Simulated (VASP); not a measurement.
# CuP (Fm-3m) in VASP: a series of runs

Runs on CuP. Level: r2SCAN. Tasks: single point.

All numbers are computed with VASP 6.6.1; they aren't measurements. Logs are shortened: lines on timing, memory, paths and dates and some standing lists are left out, and cuts for length are marked.

**1. The cell of the first run**

Symmetry: Fm-3m, No. 225, cubic system. The conventional cell has a = 4.847 Å, b = 4.847 Å, c = 4.847 Å, α = 90.00°, β = 90.00°, γ = 90.00°. Cu (site symmetry m-3m) has 6 P at 2.42 Å within 3.2 Å. P (site symmetry m-3m) has 6 Cu at 2.42 Å within 3.2 Å.

**2. Single point, r2SCAN**

POSCAR

```
CuP
1.0
    0.0000000000      2.4234318434      2.4234318434
    2.4234318434      0.0000000000      2.4234318434
    2.4234318434      2.4234318434      0.0000000000
Cu P
1 1
Direct
    0.5000000000      0.5000000000      0.5000000000
    0.0000000000      0.0000000000      0.0000000000
```

INCAR.step1

```
PREC = Accurate
ENCUT = 520
ISMEAR = 0
SIGMA = 0.05
LREAL = F
LASPH = T
NELM = 80
NBANDS = 15
GGA = PE
ALGO = Normal
EDIFF = 1E-4
LWAVE = T
LCHARG = F
```

INCAR.step2

```
PREC = Accurate
ENCUT = 520
EDIFF = 1E-6
ISMEAR = 0
SIGMA = 0.05
LREAL = F
LASPH = T
NELM = 80
ALGO = Normal
ISIF = 2
LWAVE = F
LCHARG = T
METAGGA = R2SCAN
LMIXTAU = T
LELF = T
LVHAR = T
NBANDS = 15
ISTART = 1
```

KPOINTS

```
regular mesh
0
Gamma
  12 12 12
```

Potentials or basis: VASP PAW PBE potentials, release 64 (Cu, P).

The run is started by

```sh
$ cat potpaw_PBE.64/Cu/POTCAR potpaw_PBE.64/P/POTCAR > POTCAR
$ cp INCAR.step1 INCAR
$ mpirun -np 1 vasp_std > vasp.out
$ cp INCAR.step2 INCAR
$ mpirun -np 1 vasp_std > vasp.out
```

OUTCAR:

```text
PREC = Accurate
   ENCUT = 520
   EDIFF = 1E-6
   ISMEAR = 0
   LREAL = F
   LASPH = T
   NELM = 80
   ISIF = 2
   METAGGA = R2SCAN
   ISTART = 1

 ion  position               nearest neighbor table
   1  0.500  0.500  0.500-   2 2.42   2 2.42   2 2.42   2 2.42   2 2.42   2 2.42
   2  0.000  0.000  0.000-   1 2.42   1 2.42   1 2.42   1 2.42   1 2.42   1 2.42

  LATTYP: Found a face centered cubic cell.
 ALAT       =     4.8468636868

  Lattice vectors:

 A1 = (   0.0000000000,   2.4234318434,   2.4234318434)
 A2 = (   2.4234318434,   0.0000000000,   2.4234318434)
 A3 = (   2.4234318434,   2.4234318434,   0.0000000000)

Analysis of symmetry for initial positions (statically):
=====================================================================
 Subroutine PRICEL returns:
 Original cell was already a primitive cell.

 Routine SETGRP: Setting up the symmetry group for a
 face centered cubic supercell.

 Subroutine GETGRP returns: Found 48 space group operations
 (whereof 48 operations were pure point group operations)
 out of a pool of 48 trial point group operations.

The static configuration has the point symmetry O_h .

Analysis of symmetry for dynamics (positions and initial velocities):
=====================================================================
 Subroutine PRICEL returns:
 Original cell was already a primitive cell.

 Routine SETGRP: Setting up the symmetry group for a
 face centered cubic supercell.

 Subroutine GETGRP returns: Found 48 space group operations
 (whereof 48 operations were pure point group operations)
 out of a pool of 48 trial point group operations.

The dynamic configuration has the point symmetry O_h .

 Subroutine INISYM returns: Found 48 space group operations
 (whereof 48 operations are pure point group operations),
 and found     1 'primitive' translations

----------------------------------------------------------------------------------------

                                     Primitive cell

  volume of cell :      28.4657

  direct lattice vectors                    reciprocal lattice vectors
     0.000000000  2.423431843  2.423431843    -0.206318986  0.206318986  0.206318986
     2.423431843  0.000000000  2.423431843     0.206318986 -0.206318986  0.206318986
     2.423431843  2.423431843  0.000000000     0.206318986  0.206318986 -0.206318986

  length of vectors
     3.427250180  3.427250180  3.427250180     0.357354966  0.357354966  0.357354966

  position of ions in fractional coordinates (direct lattice)
     0.500000000  0.500000000  0.500000000
     0.000000000  0.000000000  0.000000000

  ion indices of the primitive-cell ions
   primitive index   ion index
                 1           1
                 2           2

----------------------------------------------------------------------------------------

 KPOINTS: regular mesh

Automatic generation of k-mesh.
 Grid dimensions read from file:
 generate k-points for:   12   12   12

 Generating k-lattice:

  Cartesian coordinates                     Fractional coordinates (reciprocal lattice)
    -0.017193249  0.017193249  0.017193249     0.083333333  0.000000000  0.000000000
     0.017193249 -0.017193249  0.017193249     0.000000000  0.083333333  0.000000000
     0.017193249  0.017193249 -0.017193249     0.000000000  0.000000000  0.083333333

  Length of vectors
     0.029779580  0.029779580  0.029779580

  Shift w.r.t. Gamma in fractional coordinates (k-lattice)
     0.000000000  0.000000000  0.000000000

 Subroutine IBZKPT returns following result:
 ===========================================

 Found     72 irreducible k-points:

 Following reciprocal coordinates:
            Coordinates               Weight
  0.000000  0.000000  0.000000      1.000000
  0.083333  0.000000  0.000000      8.000000
  0.166667  0.000000  0.000000      8.000000
  0.250000  0.000000  0.000000      8.000000
  0.333333  0.000000  0.000000      8.000000
  0.416667  0.000000  0.000000      8.000000
[... 16 lines left out ...]
  0.500000  0.166667  0.000000     24.000000
 -0.416667  0.166667  0.000000     24.000000
 [... further k-points ...]
   k-points           NKPTS =     72   k-points in BZ     NKDIM =     72   number of bands    NBANDS=     15
   number of dos      NEDOS =    301   number of ions     NIONS =      2
   total plane-waves  NPLWV =  21952
   dimension x,y,z NGX =    28 NGY =   28 NGZ =   28
   dimension x,y,z NGXF=    56 NGYF=   56 NGZF=   56
   ions per type =               1   1
   NGX,Y,Z   is equivalent  to a cutoff of  13.58, 13.58, 13.58 a.u.
   NGXF,Y,Z  is equivalent  to a cutoff of  27.16, 27.16, 27.16 a.u.
 SYSTEM =  unknown system
   PREC   = accura    normal or accurate (medium, high low for compatibility)
   ISTART =      1    job   : 0-new  1-cont  2-samecut
   ICHARG =      0    charge: 1-file 2-atom 10-const
   ISPIN  =      1    spin polarized calculation?
   LNONCOLLINEAR =      F non collinear calculations
   LSORBIT =      F    spin-orbit coupling
   LASPH  =      T    aspherical Exc in radial PAW
   ENCUT  =  520.0 eV  38.22 Ry    6.18 a.u.   6.37  6.37  6.37*2*pi/ulx,y,z
   NELM   =     80;   NELMIN=  2; NELMDL=  0     # of ELM steps
   EDIFF  = 0.1E-05   stopping-criterion for ELM
   LREAL  =      F    real-space projection
   EDIFFG = 0.1E-04   stopping-criterion for IOM
   NSW    =      0    number of steps for IOM
   IBRION =     -1    ionic relax: 0-MD 1-quasi-New 2-CG
   NFREE  =      0    steps in history (QN), initial steepest desc. (CG)
   ISIF   =      2    stress and relaxation
   ISYM   =      2    0-nonsym 1-usesym 2-fastsym
   POTIM  = 0.5000    time-step for ionic-motion
   TEBEG  =    0.0;   TEEND  =   0.0 temperature during run
   PSTRESS=    0.0 pullay stress
   NELECT =      16.0000    total number of electrons
   NUPDOWN=      -1.0000    fix difference up-down
   EMIN   =  10.00;   EMAX   =-10.00  energy-range for DOS
   EFERMI =   0.00;   METHOD = LEGACY
   ISMEAR =     0;   SIGMA  =   0.05  broadening in eV -4-tet -1-fermi 0-gaus
   EFERMI_NEDOS =   21; number of points for ismear=-14 and -15
   IALGO  =     38    algorithm
   IMIX   =      4    mixing-type and parameters
     AMIX     =   0.40;   BMIX     =  1.00
     AMIX_MAG =   1.60;   BMIX_MAG =  1.00
  volume/ion in A,a.u.               =      14.23        96.05
  Fermi-wavevector in a.u.,A,eV,Ry     =   1.351058  2.553130 24.835502  1.825358
  Thomas-Fermi vector in A             =   2.478511
   LORBIT       =      0    0 simple, 1 ext, 2 COOP (PROOUT), +10 PAW based schemes
   METAGGA = R2SCAN    functional components
   LHFCALC =     F    Hartree Fock is set to
   AEXX    =    0.0000 exact exchange contribution
   IVDW    =     0    specifies the selected vdW correction
   LEPSILON=     F    determine dielectric tensor
   LRPA    =     F    only Hartree local field effects (RPA)
 non-spin polarized calculation
 Gauss-broadening in eV      SIGMA  =   0.05
  energy-cutoff  :      520.00
  volume of cell :       28.47
 maximum number of plane-waves:       779
 NGX is ok and might be reduce to    28
   NGX = 13   NGY = 13   NGZ = 13

 number of electron      15.9999988 magnetization

 Free energy of the ion-electron system (eV)
  ---------------------------------------------------
  ext. energy  EPLUGINS =         0.00000000
  ---------------------------------------------------
  free energy    TOTEN  =       -19.37150309 eV

  energy without entropy =      -19.36972407  energy(sigma->0) =      -19.37061358

 E-fermi :   7.4233     XC(G=0): -12.2383

 val. band max:        7.4208932903   @ k =   0.2500   0.2500   0.0000
 cond. band min:       7.4332575375   @ k =  -0.0833   0.0833   0.0000
 fundamental gap:      0.0123642472
 Fermi energy:         7.4232898087

 k-point     1 :       0.0000    0.0000    0.0000
  band No.  band energies     occupation
      1      -6.4478      2.00000
      2       3.7737      2.00000
      3       3.7737      2.00000
      4       3.7737      2.00000
      5       3.7837      2.00000
      6       3.7837      2.00000
      7       8.5712      0.00000
      8       8.5712      0.00000
      9       8.5712      0.00000
     10      15.0233      0.00000
     11      17.1773      0.00000
     12      17.1773      0.00000
     13      17.1773      0.00000
     14      20.7552      0.00000
     15      20.9603      0.00000

 k-point     2 :       0.0833    0.0000    0.0000
  band No.  band energies     occupation
      1      -6.3277      2.00000
      2       3.7074      2.00000
      3       3.7075      2.00000
      4       3.7199      2.00000
      5       3.8040      2.00000
      6       3.8041      2.00000
      7       7.9542      0.00000
      8       8.6569      0.00000
      9       8.6569      0.00000
     10      15.4227      0.00000
     11      16.8310      0.00000
     12      17.2597      0.00000
     13      17.2597      0.00000
     14      19.6616      0.00000
     15      19.6616      0.00000

 k-point     3 :       0.1667    0.0000    0.0000
  band No.  band energies     occupation
      1      -5.9727      2.00000
      2       3.5051      2.00000
      3       3.5161      2.00000
      4       3.5162      2.00000
      5       3.8835      2.00000
      6       3.8835      2.00000
      7       6.6574      2.00000
      8       8.8874      0.00000
      9       8.8874      0.00000
     10      15.1497      0.00000
     11      16.9785      0.00000
     12      16.9786      0.00000
     13      17.4894      0.00000
     14      18.8772      0.00000
     15      18.8772      0.00000

 k-point     4 :       0.2500    0.0000    0.0000
  band No.  band energies     occupation
      1      -5.4011      2.00000
      2       2.9188      2.00000
      3       3.2788      2.00000
      4       3.2789      2.00000
      5       3.9955      2.00000
      6       3.9955      2.00000
      7       5.5006      2.00000
      8       9.2073      0.00000
      9       9.2073      0.00000
     10      14.3169      0.00000
     11      15.8553      0.00000
     12      15.8554      0.00000
     13      18.8732      0.00000
     14      19.5134      0.00000
     15      19.5134      0.00000
[... 307 lines left out ...]
 k-point    22 :       0.4167    0.1667    0.0000
  band No.  band energies     occupation
      1      -4.0948      2.00000
      2       1.5867      2.00000
      3       2.9126      2.00000
      4       3.2066      2.00000
      5       4.0788      2.00000
      6       4.2146      2.00000
      7       4.8774      2.00000
      8       8.0030      0.00000
      9       8.4501      0.00000
     10      12.3618      0.00000
     11      15.3101      0.00000
     12      16.6866      0.00000
     13      18.1162      0.00000
     14      21.9582      0.00000
     15      22.9659      0.00000

 k-point    23 :       0.5000    0.1667    0.0000
  band No.  band energies     occupation
      1      -3.4597      2.00000
      2       0.7888      2.00000
      3       2.7641      2.00000
      4       3.0353      2.00000
      5       4.1867      2.00000
      6       4.2491      2.00000
      7       4.6616      2.00000
      8       7.9850      0.00000
      9       8.4734      0.00000
     10      12.3658      0.00000
     11      15.4197      0.00000
     12      15.8643      0.00000
     13      19.2180      0.00000
     14      21.9861      0.00000
     15      23.0106      0.00000

 k-point    24 :      -0.4167    0.1667    0.0000
  band No.  band energies     occupation
      1      -3.3320      2.00000
      2       0.6173      2.00000
      3       2.7661      2.00000
      4       2.9467      2.00000
      5       4.2168      2.00000
      6       4.2546      2.00000
      7       4.6571      2.00000
      8       7.4909      0.05600
      9       9.0633      0.00000
     10      12.6572      0.00000
     11      15.2251      0.00000
     12      15.5709      0.00000
     13      20.0016      0.00000
     14      21.7624      0.00000
     15      22.2763      0.00000

 [... further k-points ...]
[... 5 lines left out ...]
  --------------------------------------------------------------------------------------
  -------------------------------------------------------------------------------------
  Total       -0.4014414     -0.4014414     -0.4014414     -0.0000000     -0.0000000      0.0000000
  in kB      -22.5948968    -22.5948968    -22.5948968     -0.0000000     -0.0000000      0.0000000
  external PRESSURE =     -22.5948968 kB  Pullay stress =       0.0000000 kB

 VOLUME and BASIS-vectors are now :
 -----------------------------------------------------------------------------
  energy-cutoff  :      520.00
  volume of cell :       28.47
      direct lattice vectors                 reciprocal lattice vectors
     0.000000000  2.423431843  2.423431843    -0.206318986  0.206318986  0.206318986
     2.423431843  0.000000000  2.423431843     0.206318986 -0.206318986  0.206318986
     2.423431843  2.423431843  0.000000000     0.206318986  0.206318986 -0.206318986

 POSITION                                       TOTAL-FORCE (eV/Angst)
 -----------------------------------------------------------------------------------
      2.42343      2.42343      2.42343         0.000000      0.000000      0.000000
      0.00000      0.00000      0.00000        -0.000000     -0.000000     -0.000000
 -----------------------------------------------------------------------------------
    total drift:                                0.000000      0.000000      0.000000

  FREE ENERGIE OF THE ION-ELECTRON SYSTEM (eV)
  ---------------------------------------------------
  free  energy   TOTEN  =       -19.3715030859 eV

  energy  without entropy=      -19.3697240662  energy(sigma->0) =      -19.37061358
```

Wall time 3.5 min (1 thread of Intel Xeon 8259CL, shared host); peak memory 0.18 GiB.

What came out:

```yaml
Free_energy: -19.3715 eV
Pressure: -2.3 GPa
Band_gap_on_the_k_mesh: zero (bands 8 and 9 overlap by 4.82 eV)
```

Caveat: the PAW data sets were made with another functional, which shifts forces and pressure a little.

**3. Single point, r2SCAN (14.24 Å³/atom)**

POSCAR

```
CuP
1.0
    0.0000000000      2.4238093496      2.4238093496
    2.4238093496      0.0000000000      2.4238093496
    2.4238093496      2.4238093496      0.0000000000
Cu P
1 1
Direct
    0.5000000000      0.5000000000      0.5000000000
    0.0000000000      0.0000000000      0.0000000000
```

INCAR.step1

```
SYSTEM = CuP
ALGO = Normal ; EDIFF = 1E-4
ENCUT = 520 ; GGA = PE
ISMEAR = 0 ; LASPH = .True.
LCHARG = .False. ; LREAL = .False.
LWAVE = .True. ; NBANDS = 15
NELM = 60 ; PREC = Accurate
SIGMA = 0.05
```

INCAR.step2

```
SYSTEM = CuP
ALGO = Normal ; EDIFF = 1E-7
ENCUT = 520 ; ISIF = 2
ISMEAR = 0 ; ISTART = 1
LASPH = .True. ; LCHARG = .False.
LMIXTAU = .True. ; LREAL = .False.
LWAVE = .False. ; METAGGA = R2SCAN
NBANDS = 15 ; NELM = 60
PREC = Accurate ; SIGMA = 0.05
```

KPOINTS

```
k-points
0
Gamma
  12 12 12
  0 0 0
```

Potentials or basis: VASP PAW PBE potentials, release 64 (Cu, P).

The run is started by

```sh
$ cat potpaw_PBE.64/Cu/POTCAR potpaw_PBE.64/P/POTCAR > POTCAR
$ cp INCAR.step1 INCAR
$ mpirun -np 1 vasp_std > vasp.out
$ cp INCAR.step2 INCAR
$ mpirun -np 1 vasp_std > vasp.out
```

It took 4 min on 1 thread of Intel Xeon 8259CL, shared host; peak memory 0.18 GiB.

The run converged. Its results:

```
Free energy            : -19.3713 eV
Pressure               : -2.2 GPa
Band gap on the k mesh : zero (bands 8 and 9 overlap by 4.82 eV)
```

Levels at points of the mesh, in eV from the Fermi level:
```csv
k point,band 4,band 5,band 6,band 7,band 8,band 9,band 10,band 11,band 12,band 13
"(0.00, 0.00, 0.00)",-3.65,-3.64,-3.64,1.15,1.15,1.15,7.59,9.75,9.75,9.75
"(0.50, 0.00, 0.00)",-4.56,-3.19,-3.19,-2.74,2.58,2.58,5.58,6.21,6.21,11.96
"(0.50, 0.50, 0.00)",-3.41,-3.08,-3.08,-2.28,-1.90,-1.90,1.68,5.93,16.52,16.96
```

Caveat: the PAW data sets were made with another functional, which shifts forces and pressure a little.

(Part 1 of 2 ends here.)
